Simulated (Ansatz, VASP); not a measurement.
## Two plane-wave programs on K4Br3

```
K Br
1.0
     4.79416   -4.69514    0.00000
     4.79416    4.69514    0.00000
     0.00000    0.00000    8.76447
K Br
4 3
Direct
  0.74743 0.74743 0.74843
  0.25257 0.25257 0.74843
  0.74743 0.74743 0.25157
  0.25257 0.25257 0.25157
  0.00000 0.50000 0.50000
  0.50000 0.00000 0.50000
  0.50000 0.50000 0.00000
```

Alike in both runs: functional PBE; k mesh 4 × 4 × 2; occupations gaussian, width 0.1 eV; no spin polarisation.

Ansatz relaxed the structure, and its values are those at the end. VASP's run is a single point on that final structure, the one shown.

|  | VASP | Ansatz |
| --- | --- | --- |
| version | VASP 6.6.1 | Ansatz 0.2.0 |
| potentials or method | VASP PAW PBE potentials, release 64 (K_sv, Br), cutoff 520 eV | scalar-relativistic, plane waves, PAW |
| valence electrons in the cell | 57 | 57 |

```csv
,VASP,Ansatz,Ansatz less VASP
gap on the k mesh at the Fermi level (eV),none,none,-
pressure (GPa),0.1,0.1,-0.01
rms of the force components (eV/Å),0.015,0.014,-0.0004
```

A gap of «none» marks a metal or a gap that the smearing closes. The functional is the same, so the differences come from potentials, cutoffs and numerics.
